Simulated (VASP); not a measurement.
Set up this calculation in VASP 6.6.1, as the native input.

```yaml
Task: single point
Functional: PBEsol
Potentials_or_basis: VASP PAW PBE potentials, release 64 (Ti_sv, Rh_pv)
Cutoff: 520 eV
k_mesh: 16 × 16 × 14
Occupations: gaussian, width 0.15 eV
Spin: no spin polarisation
Dipole_correction: no
Further_INCAR_settings: ALGO = Fast; EDIFF = 1e-07; NBANDS = 20
```

The structure of TiRh lies in POSCAR:

```
TiRh
1.0
    2.9133000000      0.0000000000      0.0000000000
    0.0000000000      2.9133000000      0.0000000000
    0.0000000000      0.0000000000      3.3500000000
Ti Rh
1 1
Direct
    0.5000000000      0.5000000000      0.5000000000
    0.0000000000      0.0000000000      0.0000000000
```

This cell differs from its parent crystal: strain -0.025 along x and y, +0.000 along z.

These files were run (other wordings do the same):

INCAR

```
SYSTEM = TiRh
  PREC = Accurate
  ENCUT = 520
  EDIFF = 1E-7
  ISMEAR = 0
  SIGMA = 0.15
  LREAL = .FALSE.
  LASPH = .TRUE.
  NELM = 60
  ALGO = Fast
  ISIF = 2
  LWAVE = .FALSE.
  LCHARG = .FALSE.
  GGA = PS
  NBANDS = 20
```

KPOINTS

```
Automatic mesh
0
G
  16 16 14
  0 0 0
```

Potentials or basis: VASP PAW PBE potentials, release 64 (Ti_sv, Rh_pv).

The run is started by

```bash
$ cat potpaw_PBE.64/Ti_sv/POTCAR potpaw_PBE.64/Rh_pv/POTCAR > POTCAR
$ mpirun -np 1 vasp_std > vasp.out
```

Results of the run:

```yaml
Pressure: 3.3 GPa
```

Caveat: the cell differs from its parent crystal (strain -0.025 along x and y, +0.000 along z); the PAW data sets were made with another functional, which shifts forces and pressure a little.

It took 3.9 min on 1 thread of Intel(R) Xeon(R) Platinum 8559C (Emerald Rapids) (shared host), peak memory 0.32 GiB.
